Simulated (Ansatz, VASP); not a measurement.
## Hf in VASP and in Ansatz

```
Hf
1.0
     5.03840    0.00000    0.00000
    -2.51920    4.36338    0.00000
     0.00000    0.00000    3.13049
Hf
3
Direct
  0.00000 0.00000 0.00000
  0.33333 0.66667 0.50000
  0.66667 0.33333 0.50000
```

Alike in both runs: task single point; functional BLYP; k mesh 8 × 8 × 11; occupations fermi-dirac, width 0.1 eV; no spin polarisation.

```csv
,VASP,Ansatz
version,VASP 6.6.1,Ansatz 0.2.0
potentials or method,"VASP PAW PBE potentials, release 64 (Hf_pv), cutoff 520 eV","plane waves (420 eV) with PAW, scalar-relativistic"
valence electrons in the cell,30,78
```

VASP gave:

```
pressure (GPa)                                                : 0.0
traceless stress, the component that is largest in VASP (GPa) : 0.13
```

**Question.** Estimate Ansatz's values.

**Answer.** Pressure (GPa): 0.0; traceless stress, the component that is largest in VASP (GPa): 0.05.

VASP's potentials were made for PBE, not for BLYP. The functional is the same, so the differences come from potentials, cutoffs and numerics. VASP's potentials hold 30 valence electrons a cell and Ansatz's 78, so a difference there can come from the potentials and not from the codes.

Spin-orbit coupling is off throughout.
